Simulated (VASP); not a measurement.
# Bi4Te3 (P-43m) in VASP: single point with PBE

Aim: the single point of Bi4Te3 with PBE.

Everything below comes from runs of VASP 6.6.1. Logs are shortened: lines on timing, memory, paths and dates and some standing lists are left out, and cuts for length are marked.

### Step 1. The cell of the first run

The structure is cubic, space group P-43m (No. 215). Conventional cell: a = 6.504 Å, b = 6.504 Å, c = 6.504 Å, α = 90.00°, β = 90.00°, γ = 90.00°. Bi (site symmetry 3m) has 3 Te at 3.14 Å and 3 Bi at 3.39 Å within 4.1 Å. Te (site symmetry -42m) has 4 Bi at 3.14 Å within 4.1 Å.

### Step 2. Single point, PBE

Contents of INCAR:

```
PREC = Accurate ; ENCUT = 500
EDIFF = 1E-6 ; ISMEAR = 0
SIGMA = 0.1 ; LREAL = False
LASPH = True ; NELM = 120
ALGO = Normal ; ISIF = 2
LWAVE = False ; LCHARG = False
GGA = PE ; NBANDS = 48
GGA_COMPAT = False
```

Contents of KPOINTS:

```
Automatic mesh
0
Gamma
  6 6 6
```

Contents of POSCAR:

```
Bi4Te3
1.0
    6.5036364314      0.0000000000      0.0000000000
    0.0000000000      6.5036364314      0.0000000000
    0.0000000000      0.0000000000      6.5036364314
Bi Te
4 3
Direct
    0.8158230714      0.1841769286      0.1841769286
    0.1841769286      0.8158230714      0.1841769286
    0.1841769286      0.1841769286      0.8158230714
    0.8158230714      0.8158230714      0.8158230714
    0.5000000000      0.5000000000      0.0000000000
    0.5000000000      0.0000000000      0.5000000000
    0.0000000000      0.5000000000      0.5000000000
```

Potentials or basis: VASP PAW PBE potentials, release 64 (Bi_d, Te).

Started as:

```
$ cat potpaw_PBE.64/Bi_d/POTCAR potpaw_PBE.64/Te/POTCAR > POTCAR
$ mpirun -np 1 vasp_std > vasp.out
```

OUTCAR:

```text
PREC = Accurate
   ENCUT = 500
   EDIFF = 1E-6
   ISMEAR = 0
   LREAL = False
   LASPH = True
   NELM = 120
   ISIF = 2
   GGA = PE

 ion  position               nearest neighbor table
   1  0.816  0.184  0.184-   5 3.14   6 3.14   7 3.14   2 3.39   3 3.39   4 3.39
   2  0.184  0.816  0.184-   5 3.14   6 3.14   7 3.14   1 3.39   3 3.39   4 3.39
   3  0.184  0.184  0.816-   5 3.14   6 3.14   7 3.14   1 3.39   2 3.39   4 3.39
   4  0.816  0.816  0.816-   5 3.14   6 3.14   7 3.14   1 3.39   2 3.39   3 3.39
   5  0.500  0.500  0.000-   1 3.14   2 3.14   3 3.14   4 3.14
   6  0.500  0.000  0.500-   1 3.14   2 3.14   3 3.14   4 3.14
   7  0.000  0.500  0.500-   1 3.14   2 3.14   3 3.14   4 3.14

  LATTYP: Found a simple cubic cell.
 ALAT       =     6.5036364314

  Lattice vectors:

 A1 = (   6.5036364314,   0.0000000000,   0.0000000000)
 A2 = (   0.0000000000,   6.5036364314,   0.0000000000)
 A3 = (   0.0000000000,   0.0000000000,   6.5036364314)

Analysis of symmetry for initial positions (statically):
=====================================================================
 Subroutine PRICEL returns:
 Original cell was already a primitive cell.

 Routine SETGRP: Setting up the symmetry group for a
 simple cubic supercell.

 Subroutine GETGRP returns: Found 24 space group operations
 (whereof 24 operations were pure point group operations)
 out of a pool of 48 trial point group operations.

The static configuration has the point symmetry T_d .

Analysis of symmetry for dynamics (positions and initial velocities):
=====================================================================
 Subroutine PRICEL returns:
 Original cell was already a primitive cell.

 Routine SETGRP: Setting up the symmetry group for a
 simple cubic supercell.

 Subroutine GETGRP returns: Found 24 space group operations
 (whereof 24 operations were pure point group operations)
 out of a pool of 48 trial point group operations.

The dynamic configuration has the point symmetry T_d .

 Subroutine INISYM returns: Found 24 space group operations
 (whereof 24 operations are pure point group operations),
 and found     1 'primitive' translations

----------------------------------------------------------------------------------------

                                     Primitive cell

  volume of cell :     275.0862

  direct lattice vectors                    reciprocal lattice vectors
     6.503636431  0.000000000  0.000000000     0.153760133  0.000000000  0.000000000
     0.000000000  6.503636431  0.000000000     0.000000000  0.153760133  0.000000000
     0.000000000  0.000000000  6.503636431     0.000000000  0.000000000  0.153760133

  length of vectors
     6.503636431  6.503636431  6.503636431     0.153760133  0.153760133  0.153760133

  position of ions in fractional coordinates (direct lattice)
     0.815823071  0.184176929  0.184176929
     0.184176929  0.815823071  0.184176929
     0.184176929  0.184176929  0.815823071
     0.815823071  0.815823071  0.815823071
     0.500000000  0.500000000  0.000000000
     0.500000000  0.000000000  0.500000000
     0.000000000  0.500000000  0.500000000

  ion indices of the primitive-cell ions
   primitive index   ion index
                 1           1
                 2           2
                 3           3
                 4           4
                 5           5
                 6           6
                 7           7

----------------------------------------------------------------------------------------

 KPOINTS: Automatic mesh

Automatic generation of k-mesh.
 Grid dimensions read from file:
 generate k-points for:    6    6    6

 Generating k-lattice:

  Cartesian coordinates                     Fractional coordinates (reciprocal lattice)
     0.025626689  0.000000000  0.000000000     0.166666667  0.000000000  0.000000000
     0.000000000  0.025626689  0.000000000     0.000000000  0.166666667  0.000000000
     0.000000000  0.000000000  0.025626689     0.000000000  0.000000000  0.166666667

  Length of vectors
     0.025626689  0.025626689  0.025626689

  Shift w.r.t. Gamma in fractional coordinates (k-lattice)
     0.000000000  0.000000000  0.000000000

 Subroutine IBZKPT returns following result:
 ===========================================

 Found     20 irreducible k-points:

 Following reciprocal coordinates:
            Coordinates               Weight
  0.000000  0.000000  0.000000      1.000000
  0.166667  0.000000  0.000000      6.000000
  0.333333  0.000000  0.000000      6.000000
  0.500000  0.000000  0.000000      3.000000
  0.166667  0.166667  0.000000     12.000000
  0.333333  0.166667  0.000000     24.000000
[... 12 lines left out ...]
  0.500000  0.500000  0.333333      6.000000
  0.500000  0.500000  0.500000      1.000000
   k-points           NKPTS =     20   k-points in BZ     NKDIM =     20   number of bands    NBANDS=     48
   number of dos      NEDOS =    301   number of ions     NIONS =      7
   total plane-waves  NPLWV = 110592
   dimension x,y,z NGX =    48 NGY =   48 NGZ =   48
   dimension x,y,z NGXF=    96 NGYF=   96 NGZF=   96
   ions per type =               4   3
   NGX,Y,Z   is equivalent  to a cutoff of  12.27, 12.27, 12.27 a.u.
   NGXF,Y,Z  is equivalent  to a cutoff of  24.54, 24.54, 24.54 a.u.
 SYSTEM =  unknown system
   PREC   = accura    normal or accurate (medium, high low for compatibility)
   ISTART =      0    job   : 0-new  1-cont  2-samecut
   ICHARG =      2    charge: 1-file 2-atom 10-const
   ISPIN  =      1    spin polarized calculation?
   LNONCOLLINEAR =      F non collinear calculations
   LSORBIT =      F    spin-orbit coupling
   LASPH  =      T    aspherical Exc in radial PAW
   ENCUT  =  500.0 eV  36.75 Ry    6.06 a.u.  11.86 11.86 11.86*2*pi/ulx,y,z
   NELM   =    120;   NELMIN=  2; NELMDL= -5     # of ELM steps
   EDIFF  = 0.1E-05   stopping-criterion for ELM
   LREAL  =      F    real-space projection
   EDIFFG = 0.1E-04   stopping-criterion for IOM
   NSW    =      0    number of steps for IOM
   IBRION =     -1    ionic relax: 0-MD 1-quasi-New 2-CG
   NFREE  =      0    steps in history (QN), initial steepest desc. (CG)
   ISIF   =      2    stress and relaxation
   ISYM   =      2    0-nonsym 1-usesym 2-fastsym
   POTIM  = 0.5000    time-step for ionic-motion
   TEBEG  =    0.0;   TEEND  =   0.0 temperature during run
   PSTRESS=    0.0 pullay stress
   NELECT =      78.0000    total number of electrons
   NUPDOWN=      -1.0000    fix difference up-down
   EMIN   =  10.00;   EMAX   =-10.00  energy-range for DOS
   EFERMI =   0.00;   METHOD = LEGACY
   ISMEAR =     0;   SIGMA  =   0.10  broadening in eV -4-tet -1-fermi 0-gaus
   EFERMI_NEDOS =   21; number of points for ismear=-14 and -15
   IALGO  =     38    algorithm
   IMIX   =      4    mixing-type and parameters
     AMIX     =   0.40;   BMIX     =  1.00
     AMIX_MAG =   1.60;   BMIX_MAG =  1.00
  volume/ion in A,a.u.               =      39.30       265.20
  Fermi-wavevector in a.u.,A,eV,Ry     =   1.075516  2.032430 15.738323  1.156734
  Thomas-Fermi vector in A             =   2.211374
   LORBIT       =      0    0 simple, 1 ext, 2 COOP (PROOUT), +10 PAW based schemes
   GGA     = PE    functional components
   LHFCALC =     F    Hartree Fock is set to
   AEXX    =    0.0000 exact exchange contribution
   IVDW    =     0    specifies the selected vdW correction
   LEPSILON=     F    determine dielectric tensor
   LRPA    =     F    only Hartree local field effects (RPA)
 non-spin polarized calculation
 Gauss-broadening in eV      SIGMA  =   0.10
  energy-cutoff  :      500.00
  volume of cell :      275.09
 maximum number of plane-waves:      7052
 NGX is ok and might be reduce to    48
   NGX = 23   NGY = 23   NGZ = 23

 number of electron      77.9999997 magnetization

 Free energy of the ion-electron system (eV)
  ---------------------------------------------------
  ext. energy  EPLUGINS =         0.00000000
  ---------------------------------------------------
  free energy    TOTEN  =       -24.47822650 eV

  energy without entropy =      -24.44676159  energy(sigma->0) =      -24.46249405

 E-fermi :   4.9197     XC(G=0):  -8.6906

 val. band max:        4.9091851639   @ k =   0.5000   0.3333   0.1667
 cond. band min:       4.9276151868   @ k =   0.5000   0.1667   0.1667
 fundamental gap:      0.0184300229
 Fermi energy:         4.9197215466

 k-point     1 :       0.0000    0.0000    0.0000
  band No.  band energies     occupation
      1     -18.1153      2.00000
      2     -18.1039      2.00000
      3     -18.1039      2.00000
      4     -18.0922      2.00000
      5     -18.0922      2.00000
      6     -18.0922      2.00000
[... 40 lines left out ...]
     47       9.2504      0.00000
     48       9.3826      0.00000

 k-point     2 :       0.1667    0.0000    0.0000
  band No.  band energies     occupation
      1     -18.1151      2.00000
      2     -18.1035      2.00000
      3     -18.1027      2.00000
      4     -18.0926      2.00000
      5     -18.0922      2.00000
      6     -18.0922      2.00000
[... 40 lines left out ...]
     47       8.8716      0.00000
     48       9.1060      0.00000

 k-point     3 :       0.3333    0.0000    0.0000
  band No.  band energies     occupation
      1     -18.1148      2.00000
      2     -18.1028      2.00000
      3     -18.1002      2.00000
      4     -18.0934      2.00000
      5     -18.0922      2.00000
      6     -18.0922      2.00000
[... 40 lines left out ...]
     47       8.5321      0.00000
     48       8.5321      0.00000

 k-point     4 :       0.5000    0.0000    0.0000
  band No.  band energies     occupation
      1     -18.1146      2.00000
      2     -18.1024      2.00000
      3     -18.0989      2.00000
      4     -18.0938      2.00000
      5     -18.0922      2.00000
      6     -18.0922      2.00000
[... 754 lines left out ...]
     47       7.9750      0.00000
     48       8.1581      0.00000

 k-point    19 :       0.5000    0.5000    0.3333
  band No.  band energies     occupation
      1     -18.1134      2.00000
      2     -18.0976      2.00000
      3     -18.0972      2.00000
      4     -18.0947      2.00000
      5     -18.0947      2.00000
      6     -18.0947      2.00000
[... 40 lines left out ...]
     47       8.0097      0.00000
     48       8.0097      0.00000

 k-point    20 :       0.5000    0.5000    0.5000
  band No.  band energies     occupation
      1     -18.1133      2.00000
      2     -18.0970      2.00000
      3     -18.0970      2.00000
      4     -18.0950      2.00000
      5     -18.0950      2.00000
      6     -18.0950      2.00000
[... 40 lines left out ...]
     47       8.0258      0.00000
     48       8.0258      0.00000

------------------------ aborting loop because EDIFF is reached ----------------------------------------

  FORCE on cell =-STRESS in cart. coord.  units (eV):
  Direction    XX          YY          ZZ          XY          YZ          ZX
  --------------------------------------------------------------------------------------
  -------------------------------------------------------------------------------------
  Total       -0.0544418     -0.0544418     -0.0544418     -0.0000000     -0.0000000     -0.0000000
  in kB       -0.3170842     -0.3170842     -0.3170842     -0.0000000     -0.0000000     -0.0000000
  external PRESSURE =      -0.3170842 kB  Pullay stress =       0.0000000 kB

 VOLUME and BASIS-vectors are now :
 -----------------------------------------------------------------------------
  energy-cutoff  :      500.00
  volume of cell :      275.09
      direct lattice vectors                 reciprocal lattice vectors
     6.503636431  0.000000000  0.000000000     0.153760133  0.000000000  0.000000000
     0.000000000  6.503636431  0.000000000     0.000000000  0.153760133  0.000000000
     0.000000000  0.000000000  6.503636431     0.000000000  0.000000000  0.153760133

 POSITION                                       TOTAL-FORCE (eV/Angst)
 -----------------------------------------------------------------------------------
      5.30582      1.19782      1.19782        -0.006571      0.006571      0.006571
      1.19782      5.30582      1.19782         0.006571     -0.006571      0.006571
      1.19782      1.19782      5.30582         0.006571      0.006571     -0.006571
      5.30582      5.30582      5.30582        -0.006571     -0.006571     -0.006571
      3.25182      3.25182      0.00000         0.000000     -0.000000      0.000000
      3.25182      0.00000      3.25182         0.000000     -0.000000      0.000000
      0.00000      3.25182      3.25182         0.000000      0.000000      0.000000
 -----------------------------------------------------------------------------------
    total drift:                                0.000000      0.000000     -0.000000

  FREE ENERGIE OF THE ION-ELECTRON SYSTEM (eV)
  ---------------------------------------------------
  free  energy   TOTEN  =       -24.4782265026 eV

  energy  without entropy=      -24.4467615908  energy(sigma->0) =      -24.46249405
```

Wall time 3.2 min (1 thread of Intel Xeon 6975P-C, shared host); peak memory 0.45 GiB.

What came out:

```yaml
Free_energy: -24.4782 eV
Pressure: 0.0 GPa
Largest_force: 0.011 eV/Å
Band_gap_on_the_k_mesh: zero (band 39 reaches 5.43 eV, above the bottom of band 40 at 4.59 eV)
```

Forces on the atoms (eV/Å):
```
Bi  -0.007  0.007  0.007
Bi   0.007 -0.007  0.007
Bi   0.007  0.007 -0.007
Bi  -0.007 -0.007 -0.007
Te   0.000  0.000  0.000
Te   0.000  0.000  0.000
Te   0.000  0.000  0.000
```

Caveat: spin-orbit coupling is left out, which moves the levels of the heavy elements.
